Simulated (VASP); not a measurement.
Crystal: TaN.

```
Ta N
1.0
     0.00000    2.21132    2.21132
     2.21132    0.00000    2.21132
     2.21132    2.21132    0.00000
Ta N
1 1
Cartesian
  2.2113 2.2113 2.2113
  0.0000 0.0000 0.0000
```

| Item | Value |
| --- | --- |
| Program | VASP 6.6.1 |
| Task | relaxation of cell and atoms |
| Functional | BLYP |
| Potentials or basis | VASP PAW PBE potentials, release 64 (Ta_pv, N) |
| Cutoff | 600 eV |
| k mesh | 10 × 10 × 10 |
| Occupations | fermi-dirac, width 0.05 eV |
| Spin | no spin polarisation |

At the start: pressure 12.1 GPa; volume 10.81 Å³/atom.

Task: Where does the relaxation end?

Result: Over 4 steps the energy falls by 15.0 meV/atom and the volume is 11.22 Å³/atom (+3.8 %); space group Fm-3m (No. 225, to 0.1 Å) before and after.

Step by step:
| step | energy change (eV) | largest force (eV/Å) | pressure (GPa) | volume (Å³) |
| --- | --- | --- | --- | --- |
| 1 | 0.0000 | 0.0000 | 12.10 | 21.63 |
| 2 | 0.0912 | 0.0000 | -19.65 | 24.29 |
| 3 | -0.0300 | 0.0000 | -0.30 | 22.47 |
| 4 | -0.0300 | 0.0000 | -0.02 | 22.45 |

Final structure:
```xyz
2
Lattice="0.0000 2.2390 2.2390 2.2390 0.0000 2.2390 2.2390 2.2390 0.0000" Properties=species:S:1:pos:R:3 pbc="T T T"
Ta    2.2390    2.2390    2.2390
N     0.0000    0.0000    0.0000
```

Caveat: the PAW data sets were made with another functional, which shifts forces and pressure a little.
